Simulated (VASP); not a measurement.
Set up this calculation in VASP 6.6.1, as the native input.

```yaml
Task: relaxation of cell and atoms
Functional: revPBE
Dispersion: D3(BJ)
Potentials_or_basis: VASP PAW PBE potentials, release 64 (Ni)
Cutoff: 600 eV
k_mesh: 14 × 14 × 14
Occupations: methfessel-paxton, width 0.1 eV
Spin: collinear spin, ferromagnetic start
Starting_moments: "[1.5] μB"
Dipole_correction: no
Further_INCAR_settings: ALGO = Normal; EDIFF = 1e-06; IBRION = 2; EDIFFG = -0.03; NSW = 80; ISIF = 3
```

The structure of Ni lies in POSCAR:

```
Ni
1.0
    2.4917520000      0.0000000000      0.0000000000
    1.2458760000      2.1579205319      0.0000000000
    1.2458760000      0.7193068440      2.0345069885
Ni
1
Direct
    0.0000000000      0.0000000000      0.0000000000
```

One way to write it, as run:

INCAR

```
SYSTEM = Ni
PREC = Accurate
ENCUT = 600
EDIFF = 1E-6
ISMEAR = 1
SIGMA = 0.1
LREAL = .False.
LASPH = .True.
NELM = 150
ALGO = Normal
ISIF = 3
LWAVE = .False.
LCHARG = .False.
ISPIN = 2
MAGMOM = 1.5
LORBIT = 11
LMAXMIX = 4
GGA = RE
IVDW = 12
IBRION = 2
NSW = 80
EDIFFG = -0.03
```

KPOINTS

```
Automatic mesh
0
Gamma
  14 14 14
  0 0 0
```

Potentials or basis: VASP PAW PBE potentials, release 64 (Ni).

Launch:

```console
$ cat potpaw_PBE.64/Ni/POTCAR > POTCAR
$ mpirun -np 1 vasp_std > vasp.out
```

Results of the run:

* Relaxed volume: 10.36 Å³/atom
* Relaxed cell: a = 2.447 Å, b = 2.447 Å, c = 2.447 Å, α = 60.00°, β = 60.00°, γ = 60.00°
* Space group after relaxing (to 0.1 Å): Fm-3m (No. 225)
* Energy gained by relaxing: 20.3 meV/atom
* Ionic steps: 3
* Pressure after relaxing: 0.0 GPa
* Net moment: 0.57 μB per cell
* Site moments: Ni +0.57 μB
* Valence electrons inside the program's atomic spheres: Ni 9.40
* Dispersion energy per atom: -0.939 eV

Caveat: the PAW data sets were made with another functional, which shifts forces and pressure a little.

Run time: 38 s on 1 thread of Intel(R) Xeon(R) 6975P-C (Granite Rapids), with other jobs on the host, peak memory 0.16 GiB.
